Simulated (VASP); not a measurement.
# AlN (P6_3mc) in VASP: further runs

AlN is run at these levels: PBE; tasks: single point.

Program: VASP 6.6.1. These are calculated values, not measurements. Logs are shortened: lines on timing, memory, paths and dates and some standing lists are left out, and cuts for length are marked.

## 1. The cell of the first run

Symmetry: P6_3mc, No. 186, hexagonal system. Conventional cell: a = 3.110 Å, b = 3.110 Å, c = 4.880 Å, α = 90.00°, β = 90.00°, γ = 120.00°. Al (site symmetry 3m) has 4 N at 1.88 Å within 2.5 Å. N (site symmetry 3m) has 4 Al at 1.88 Å within 2.5 Å.

## 2. Single point, PBE (z stretched by -2 %, then relaxed in part)

Contents of INCAR:

```
PREC = Accurate
ENCUT = 520
EDIFF = 1E-7
ISMEAR = -1
SIGMA = 0.02
LREAL = F
LASPH = T
NELM = 100
ALGO = Normal
ISIF = 2
LWAVE = F
LCHARG = T
GGA = PE
LELF = T
LVHAR = T
NBANDS = 16
```

Contents of KPOINTS:

```
Automatic mesh
0
Gamma
  11 11 6
```

Contents of POSCAR:

```
AlN
1.0
    3.1100000000      0.0000000000      0.0000000000
   -1.5550000000      2.6933390058      0.0000000000
    0.0000000000      0.0000000000      4.8804000000
Al N
2 2
Direct
    0.6666666667      0.3333333333     -0.0020439126
    0.3333333333      0.6666666667      0.4979560874
    0.6666666667      0.3333333333      0.3840439126
    0.3333333333      0.6666666667      0.8840439126
```

Potentials or basis: VASP PAW PBE potentials, release 64 (Al, N).

Launch:

```console
$ cat potpaw_PBE.64/Al/POTCAR potpaw_PBE.64/N/POTCAR > POTCAR
$ mpirun -np 1 vasp_std > vasp.out
```

OUTCAR:

```text
PREC = Accurate
   ENCUT = 520
   EDIFF = 1E-7
   ISMEAR = -1
   LREAL = F
   LASPH = T
   NELM = 100
   ISIF = 2
   GGA = PE

 ion  position               nearest neighbor table
   1  0.667  0.333  0.998-   4 1.88   4 1.88   4 1.88   3 1.88   2 3.03   2 3.03   2 3.03   2 3.03
                             2 3.03   2 3.03
   2  0.333  0.667  0.498-   3 1.88   3 1.88   3 1.88   4 1.88   1 3.03   1 3.03   1 3.03   1 3.03
                             1 3.03   1 3.03
   3  0.667  0.333  0.384-   2 1.88   2 1.88   2 1.88   1 1.88
   4  0.333  0.667  0.884-   1 1.88   1 1.88   1 1.88   2 1.88

  LATTYP: Found a hexagonal cell.
 ALAT       =     3.1100000000
 C/A-ratio  =     1.5692604502

  Lattice vectors:

 A1 = (   3.1100000000,   0.0000000000,   0.0000000000)
 A2 = (  -1.5550000000,   2.6933390058,   0.0000000000)
 A3 = (   0.0000000000,   0.0000000000,   4.8804000000)

Analysis of symmetry for initial positions (statically):
=====================================================================
 Subroutine PRICEL returns:
 Original cell was already a primitive cell.

 Routine SETGRP: Setting up the symmetry group for a
 hexagonal supercell.

 Subroutine GETGRP returns: Found 12 space group operations
 (whereof  6 operations were pure point group operations)
 out of a pool of 24 trial point group operations.

The static configuration has the point symmetry C_3v.
 The point group associated with its full space group is C_6v.

Analysis of symmetry for dynamics (positions and initial velocities):
=====================================================================
 Subroutine PRICEL returns:
 Original cell was already a primitive cell.

 Routine SETGRP: Setting up the symmetry group for a
 hexagonal supercell.

 Subroutine GETGRP returns: Found 12 space group operations
 (whereof  6 operations were pure point group operations)
 out of a pool of 24 trial point group operations.

The dynamic configuration has the point symmetry C_3v.
 The point group associated with its full space group is C_6v.

 Subroutine INISYM returns: Found 12 space group operations
 (whereof  6 operations are pure point group operations),
 and found     1 'primitive' translations

----------------------------------------------------------------------------------------

                                     Primitive cell

  volume of cell :      40.8796

  direct lattice vectors                    reciprocal lattice vectors
     3.110000000  0.000000000  0.000000000     0.321543408  0.185643173  0.000000000
    -1.555000000  2.693339006  0.000000000     0.000000000  0.371286347  0.000000000
     0.000000000  0.000000000  4.880400000     0.000000000  0.000000000  0.204901238

  length of vectors
     3.110000000  3.110000000  4.880400000     0.371286347  0.371286347  0.204901238

  position of ions in fractional coordinates (direct lattice)
     0.666666667  0.333333333  0.997956087
     0.333333333  0.666666667  0.497956087
     0.666666667  0.333333333  0.384043913
     0.333333333  0.666666667  0.884043913

  ion indices of the primitive-cell ions
   primitive index   ion index
                 1           1
                 2           2
                 3           3
                 4           4

----------------------------------------------------------------------------------------

 KPOINTS: Automatic mesh

Automatic generation of k-mesh.
 Grid dimensions read from file:
 generate k-points for:   11   11    6

 Generating k-lattice:

  Cartesian coordinates                     Fractional coordinates (reciprocal lattice)
     0.029231219  0.016876652  0.000000000     0.090909091 -0.000000000  0.000000000
     0.000000000  0.033753304  0.000000000     0.000000000  0.090909091  0.000000000
     0.000000000  0.000000000  0.034150206     0.000000000  0.000000000  0.166666667

  Length of vectors
     0.033753304  0.033753304  0.034150206

  Shift w.r.t. Gamma in fractional coordinates (k-lattice)
     0.000000000  0.000000000  0.000000000

 Subroutine IBZKPT returns following result:
 ===========================================

 Found     64 irreducible k-points:

 Following reciprocal coordinates:
            Coordinates               Weight
  0.000000  0.000000  0.000000      1.000000
  0.090909 -0.000000  0.000000      6.000000
  0.181818 -0.000000  0.000000      6.000000
  0.272727  0.000000  0.000000      6.000000
  0.363636 -0.000000  0.000000      6.000000
  0.454545 -0.000000  0.000000      6.000000
[... 16 lines left out ...]
  0.090909  0.090909  0.166667     12.000000
  0.181818  0.090909  0.166667     24.000000
 [... further k-points ...]
   k-points           NKPTS =     64   k-points in BZ     NKDIM =     64   number of bands    NBANDS=     16
   number of dos      NEDOS =    301   number of ions     NIONS =      4
   total plane-waves  NPLWV =  20736
   dimension x,y,z NGX =    24 NGY =   24 NGZ =   36
   dimension x,y,z NGXF=    48 NGYF=   48 NGZF=   72
   ions per type =               2   2
   NGX,Y,Z   is equivalent  to a cutoff of  12.83, 12.83, 12.26 a.u.
   NGXF,Y,Z  is equivalent  to a cutoff of  25.66, 25.66, 24.53 a.u.
 SYSTEM =  unknown system
   PREC   = accura    normal or accurate (medium, high low for compatibility)
   ISTART =      0    job   : 0-new  1-cont  2-samecut
   ICHARG =      2    charge: 1-file 2-atom 10-const
   ISPIN  =      1    spin polarized calculation?
   LNONCOLLINEAR =      F non collinear calculations
   LSORBIT =      F    spin-orbit coupling
   LASPH  =      T    aspherical Exc in radial PAW
   ENCUT  =  520.0 eV  38.22 Ry    6.18 a.u.   5.78  5.78  9.07*2*pi/ulx,y,z
   NELM   =    100;   NELMIN=  2; NELMDL= -5     # of ELM steps
   EDIFF  = 0.1E-06   stopping-criterion for ELM
   LREAL  =      F    real-space projection
   EDIFFG = 0.1E-05   stopping-criterion for IOM
   NSW    =      0    number of steps for IOM
   IBRION =     -1    ionic relax: 0-MD 1-quasi-New 2-CG
   NFREE  =      0    steps in history (QN), initial steepest desc. (CG)
   ISIF   =      2    stress and relaxation
   ISYM   =      2    0-nonsym 1-usesym 2-fastsym
   POTIM  = 0.5000    time-step for ionic-motion
   TEBEG  =    0.0;   TEEND  =   0.0 temperature during run
   PSTRESS=    0.0 pullay stress
   NELECT =      16.0000    total number of electrons
   NUPDOWN=      -1.0000    fix difference up-down
   EMIN   =  10.00;   EMAX   =-10.00  energy-range for DOS
   EFERMI =   0.00;   METHOD = LEGACY
   ISMEAR =    -1;   SIGMA  =   0.02  broadening in eV -4-tet -1-fermi 0-gaus
   EFERMI_NEDOS =   21; number of points for ismear=-14 and -15
   IALGO  =     38    algorithm
   IMIX   =      4    mixing-type and parameters
     AMIX     =   0.40;   BMIX     =  1.00
     AMIX_MAG =   1.60;   BMIX_MAG =  1.00
  volume/ion in A,a.u.               =      10.22        68.97
  Fermi-wavevector in a.u.,A,eV,Ry     =   1.197510  2.262966 19.511171  1.434031
  Thomas-Fermi vector in A             =   2.333423
   LORBIT       =      0    0 simple, 1 ext, 2 COOP (PROOUT), +10 PAW based schemes
   GGA     = PE    functional components
   LHFCALC =     F    Hartree Fock is set to
   AEXX    =    0.0000 exact exchange contribution
   IVDW    =     0    specifies the selected vdW correction
   LEPSILON=     F    determine dielectric tensor
   LRPA    =     F    only Hartree local field effects (RPA)
 non-spin polarized calculation
  energy-cutoff  :      520.00
  volume of cell :       40.88
 maximum number of plane-waves:      1114
 NGX is ok and might be reduce to    24
   NGX = 11   NGY = 11   NGZ = 19

 number of electron      15.9999996 magnetization

 Free energy of the ion-electron system (eV)
  ---------------------------------------------------
  ext. energy  EPLUGINS =         0.00000000
  ---------------------------------------------------
  free energy    TOTEN  =       -29.73083583 eV

  energy without entropy =      -29.73083583  energy(sigma->0) =      -29.73083583

 E-fermi :   6.9467     XC(G=0): -11.0041

 val. band max:        6.5001382736   @ k =   0.0000   0.0000   0.0000
 cond. band min:      10.7772251146   @ k =   0.0000   0.0000   0.0000
 fundamental gap:      4.2770868411
 Fermi energy:         6.9466630770

 k-point     1 :       0.0000    0.0000    0.0000
  band No.  band energies     occupation
      1      -8.9569      2.00000
      2      -6.6553      2.00000
      3       0.3505      2.00000
      4       5.3809      2.00000
      5       5.3809      2.00000
      6       6.0957      2.00000
[... 8 lines left out ...]
     15      19.5814      0.00000
     16      20.1010      0.00000

 k-point     2 :       0.0909   -0.0000    0.0000
  band No.  band energies     occupation
      1      -8.8507      2.00000
      2      -6.5980      2.00000
      3       0.4755      2.00000
      4       4.9010      2.00000
      5       5.2416      2.00000
      6       5.6284      2.00000
[... 8 lines left out ...]
     15      19.6707      0.00000
     16      19.7240      0.00000

 k-point     3 :       0.1818   -0.0000    0.0000
  band No.  band energies     occupation
      1      -8.5429      2.00000
      2      -6.4459      2.00000
      3       0.8426      2.00000
      4       3.7690      2.00000
      5       4.6641      2.00000
      6       4.9263      2.00000
[... 8 lines left out ...]
     15      18.9290      0.00000
     16      19.1122      0.00000

 k-point     4 :       0.2727    0.0000    0.0000
  band No.  band energies     occupation
      1      -8.0704      2.00000
      2      -6.2619      2.00000
      3       1.4252      2.00000
      4       2.5117      2.00000
      5       3.6396      2.00000
      6       4.5840      2.00000
[... 8 lines left out ...]
     15      18.7746      0.00000
     16      19.9563      0.00000
[... 324 lines left out ...]
 k-point    22 :       0.4545   -0.0000    0.1667
  band No.  band energies     occupation
      1      -6.9815      2.00000
      2      -6.2382      2.00000
      3       0.7460      2.00000
      4       1.8691      2.00000
      5       3.3164      2.00000
      6       4.2453      2.00000
[... 8 lines left out ...]
     15      19.0708      0.00000
     16      21.6957      0.00000

 k-point    23 :       0.0909    0.0909    0.1667
  band No.  band energies     occupation
      1      -8.5353      2.00000
      2      -6.6961      2.00000
      3       1.0430      2.00000
      4       4.3624      2.00000
      5       4.4463      2.00000
      6       5.1989      2.00000
[... 8 lines left out ...]
     15      19.0605      0.00000
     16      19.7964      0.00000

 k-point    24 :       0.1818    0.0909    0.1667
  band No.  band energies     occupation
      1      -8.1509      2.00000
      2      -6.4949      2.00000
      3       1.3746      2.00000
      4       3.2718      2.00000
      5       3.6860      2.00000
      6       4.7573      2.00000
[... 8 lines left out ...]
     15      18.9968      0.00000
     16      19.9493      0.00000

 [... further k-points ...]
[... 5 lines left out ...]
  --------------------------------------------------------------------------------------
  -------------------------------------------------------------------------------------
  Total        1.6119176      1.6119176      2.8713391      0.0000000     -0.0000000      0.0000000
  in kB       63.1751962     63.1751962    112.5351611      0.0000000     -0.0000000      0.0000000
  external PRESSURE =      79.6285178 kB  Pullay stress =       0.0000000 kB

 VOLUME and BASIS-vectors are now :
 -----------------------------------------------------------------------------
  energy-cutoff  :      520.00
  volume of cell :       40.88
      direct lattice vectors                 reciprocal lattice vectors
     3.110000000  0.000000000  0.000000000     0.321543408  0.185643173  0.000000000
    -1.555000000  2.693339006  0.000000000     0.000000000  0.371286347  0.000000000
     0.000000000  0.000000000  4.880400000     0.000000000  0.000000000  0.204901238

 POSITION                                       TOTAL-FORCE (eV/Angst)
 -----------------------------------------------------------------------------------
      1.55500      0.89778      4.87042         0.000000      0.000000     -0.010102
     -0.00000      1.79556      2.43022        -0.000000     -0.000000     -0.010102
      1.55500      0.89778      1.87429        -0.000000      0.000000      0.010102
     -0.00000      1.79556      4.31449         0.000000     -0.000000      0.010102
 -----------------------------------------------------------------------------------
    total drift:                                0.000000      0.000000      0.000397

  FREE ENERGIE OF THE ION-ELECTRON SYSTEM (eV)
  ---------------------------------------------------
  free  energy   TOTEN  =       -29.7308358341 eV

  energy  without entropy=      -29.7308358341  energy(sigma->0) =      -29.73083583
```

Wall time 22 s (1 thread of Intel Xeon Platinum 8488C (Sapphire Rapids), shared host); peak memory 0.17 GiB.

What came out:

* Free energy: -29.7308 eV
* Pressure: 8.0 GPa
* Largest force: 0.010 eV/Å
* Band gap on the k mesh: 4.28 eV, direct

Forces in eV/Å, atoms in the order of the input:
```
Al   0.000  0.000 -0.010
Al   0.000  0.000 -0.010
N    0.000  0.000  0.010
N    0.000  0.000  0.010
```

Caveat: the cell differs from its parent crystal (z stretched by -2 %, then relaxed in part). A k mesh can miss the band edges.

## 3. Single point, PBE (z stretched by -1 %, then relaxed in part)

Contents of INCAR:

```
SYSTEM = AlN
PREC     = Accurate       ! precision mode
ENCUT    = 520            ! plane-wave cutoff, eV
EDIFF    = 1E-6           ! SCF threshold, eV
ISMEAR   = -1             ! smearing method
SIGMA    = 0.02           ! smearing width, eV
LREAL    = .FALSE.        ! projectors in reciprocal space
LASPH    = .TRUE.         ! aspherical terms in the spheres
NELM     = 60             ! most SCF steps
ALGO     = Normal         ! electronic algorithm
ISIF     = 2              ! what is computed and relaxed
LWAVE    = .FALSE.        ! write WAVECAR
LCHARG   = .FALSE.        ! write CHGCAR
GGA      = PE             ! functional
NBANDS   = 16             ! bands
```

Contents of KPOINTS:

```
Automatic mesh
0
G
  11 11 6
  0 0 0
```

Contents of POSCAR:

```
AlN
1.0
    3.1100000000      0.0000000000      0.0000000000
   -1.5550000000      2.6933390058      0.0000000000
    0.0000000000      0.0000000000      4.9302000000
Al N
2 2
Direct
    0.6666666667      0.3333333333     -0.0009587766
    0.3333333333      0.6666666667      0.4990412234
    0.6666666667      0.3333333333      0.3829587766
    0.3333333333      0.6666666667      0.8829587766
```

Potentials or basis: VASP PAW PBE potentials, release 64 (Al, N).

Launch:

```console
$ cat potpaw_PBE.64/Al/POTCAR potpaw_PBE.64/N/POTCAR > POTCAR
$ mpirun -np 1 vasp_std > vasp.out
```

Wall time 19 s (1 thread of Intel Xeon Platinum 8488C (Sapphire Rapids), shared host); peak memory 0.17 GiB.

The run converged. Its results:

| Item | Value |
| --- | --- |
| Free energy | -29.7554 eV |
| Pressure | 5.9 GPa |
| Band gap on the k mesh | 4.25 eV, direct |

Stress tensor (GPa, compression positive):
```
5.05 0.00 0.00
0.00 5.05 0.00
0.00 0.00 7.57
```

Levels at points of the mesh, in eV from the valence-band top:
| k point | band 5 | band 6 | band 7 | band 8 | band 9 | band 10 | band 11 | band 12 |
| --- | --- | --- | --- | --- | --- | --- | --- | --- |
| (0.00, 0.00, 0.00) | -0.99 | -0.31 | -0.31 | 0.00 | 4.25 | 6.60 | 10.71 | 11.07 |
| (0.00, 0.00, 0.50) | -0.66 | -0.66 | -0.66 | -0.66 | 6.47 | 6.47 | 10.39 | 10.39 |

Caveat: the cell differs from its parent crystal (z stretched by -1 %, then relaxed in part). A k mesh can miss the band edges.

## 4. Single point, PBE

This run uses another cell than the first one, of 10.43 Å³/atom, 1.020 times its volume.

Contents of INCAR:

```
PREC = Accurate
ENCUT = 520
EDIFF = 1E-6
ISMEAR = -1
SIGMA = 0.02
LREAL = F
LASPH = T
NELM = 80
ALGO = Normal
ISIF = 2
LWAVE = F
LCHARG = F
GGA = PE
NBANDS = 16
```

Contents of KPOINTS:

```
regular mesh
0
Gamma
  11 11 6
```

Contents of POSCAR:

```
AlN
1.0
    3.1100000000      0.0000000000      0.0000000000
   -1.5550000000      2.6933390058      0.0000000000
    0.0000000000      0.0000000000      4.9800000000
Al N
2 2
Direct
    0.6666666667      0.3333333333      0.0000000000
    0.3333333333      0.6666666667      0.5000000000
    0.6666666667      0.3333333333      0.3820000000
    0.3333333333      0.6666666667      0.8820000000
```

Launch:

```console
$ cat potpaw_PBE.64/Al/POTCAR potpaw_PBE.64/N/POTCAR > POTCAR
$ mpirun -np 1 vasp_std > vasp.out
```

Run time: 21 s. Hardware: 1 thread of Intel Xeon Platinum 8488C (Sapphire Rapids), shared host; peak memory 0.17 GiB.

Results (log left out):

```yaml
Free_energy: -29.7705 eV
Pressure: 3.9 GPa
Largest_force: 0.009 eV/Å
Band_gap_on_the_k_mesh: 4.21 eV, direct
```

Forces in eV/Å, atoms in the order of the input:
```
Al   0.000  0.000  0.009
Al   0.000  0.000  0.009
N    0.000  0.000 -0.009
N    0.000  0.000 -0.009
```

Stress tensor (GPa, compression positive):
```
3.90 0.00 0.00
0.00 3.90 0.00
0.00 0.00 3.82
```

Levels at points of the mesh, in eV from the valence-band top:
```csv
k point,band 5,band 6,band 7,band 8,band 9,band 10,band 11,band 12
"(0.00, 0.00, 0.00)",-0.87,-0.22,-0.22,0.00,4.21,6.67,10.62,11.15
"(0.00, 0.00, 0.50)",-0.56,-0.56,-0.56,-0.56,6.48,6.48,10.33,10.33
```

[end of part 1 of 2]
